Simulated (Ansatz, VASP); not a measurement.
**PbSe in VASP and in Ansatz**

INCAR

```
SYSTEM = PbSe
PREC     = Accurate       ! precision mode
ENCUT    = 520            ! plane-wave cutoff, eV
EDIFF    = 1E-6           ! SCF threshold, eV
ISMEAR   = -1             ! smearing method
SIGMA    = 0.02           ! smearing width, eV
LREAL    = .FALSE.        ! projectors in reciprocal space
LASPH    = .TRUE.         ! aspherical terms in the spheres
NELM     = 80             ! most SCF steps
ALGO     = Normal         ! electronic algorithm
ISIF     = 2              ! what is computed and relaxed
LWAVE    = .FALSE.        ! write WAVECAR
LCHARG   = .TRUE.         ! write CHGCAR
GGA      = PS             ! functional
LELF     = .TRUE.         ! ELF
LVHAR    = .TRUE.       
NBANDS   = 17             ! bands
```

Contents of KPOINTS:

```
Automatic mesh
0
G
  7 7 7
  0 0 0
```

File POSCAR:

```
PbSe
1.0
    0.0000000000      3.0824297301      3.0824297301
    3.0824297301      0.0000000000      3.0824297301
    3.0824297301      3.0824297301      0.0000000000
Pb Se
1 1
Direct
    0.0000000000      0.0000000000      0.0000000000
    0.5000000000      0.5000000000      0.5000000000
```

Input for Ansatz:

```yaml
crystal:
  lattice:
    - [0.0, 3.0824297301, 3.0824297301]
    - [3.0824297301, 0.0, 3.0824297301]
    - [3.0824297301, 3.0824297301, 0.0]
  atoms:
    - { symbol: Pb, position: [0.0, 0.0, 0.0] }
    - { symbol: Se, position: [0.5, 0.5, 0.5] }
kpoints:
  mp_grid: { grid: [7, 7, 7] }
  band_path:
    path:
      - [0.0, 0.0, 0.0]
      - [0.5, 0.0, 0.5]
      - [0.625, 0.25, 0.625]
      - [0.375, 0.375, 0.75]
      - [0.0, 0.0, 0.0]
      - [0.5, 0.5, 0.5]
      - [0.5, 0.25, 0.75]
      - [0.5, 0.0, 0.5]
    npoints: 5
scf:
  occupations: { method: fermi_dirac, width: 0.02 }
hamiltonian:
  xc: pbesol
  pseudopotentials: { kind: all_electron, lapw: { basis_error: 0.0005 } }
output:
  forces: true
  stress: true
  eigenvalues: true
```

Change from the starting cell: volume scaled by 1.02.

Alike in both runs: task single point; functional PBEsol; k mesh 7 × 7 × 7; occupations fermi-dirac, width 0.02 eV; no spin polarisation.

|  | VASP | Ansatz |
| --- | --- | --- |
| version | VASP 6.6.1 | Ansatz 0.2.0 |
| potentials or method | VASP PAW PBE potentials, release 64 (Pb_d, Se), cutoff 520 eV | all-electron LAPW, scalar-relativistic |

```tsv
	VASP	Ansatz	Ansatz less VASP
pressure (GPa)	-1.6	-1.6	+0.02
```

VASP's potentials were made for PBE, not for PBEsol. Ansatz ran all-electron here, and VASP with PAW potentials.

Spin-orbit coupling is off throughout.
